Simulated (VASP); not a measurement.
A run of VASP 6.6.1:

Contents of INCAR:

```
PREC = Accurate
ENCUT = 520
EDIFF = 1E-6
ISMEAR = -1
SIGMA = 0.05
LREAL = False
LASPH = True
NELM = 60
ALGO = Normal
ISIF = 2
LWAVE = False
LCHARG = True
GGA = PS
LELF = True
LVHAR = True
NBANDS = 12
```

KPOINTS

```
regular mesh
0
Gamma
  9 9 9
```

File POSCAR:

```
SiO
1.0
    2.7149412265      0.0000000000      0.0000000000
    0.0000000000      2.7149412265      0.0000000000
    0.0000000000      0.0000000000      2.7149412265
Si O
1 1
Direct
    0.0000000000      0.0000000000      0.0000000000
    0.5000000000      0.5000000000      0.5000000000
```

Potentials or basis: VASP PAW PBE potentials, release 64 (Si, O).

The run is started by

```bash
$ cat potpaw_PBE.64/Si/POTCAR potpaw_PBE.64/O/POTCAR > POTCAR
$ mpirun -np 1 vasp_std > vasp.out
```

Hardware: 1 thread of Intel(R) Xeon(R) 6975P-C (Granite Rapids), with other jobs on the host.

**Question.** How long does it take, and how much memory?

**Answer.** Run time: 3.3 s on 1 thread of Intel(R) Xeon(R) 6975P-C (Granite Rapids), with other jobs on the host, peak memory 0.12 GiB. Counts: scf iterations 11, k points 35.
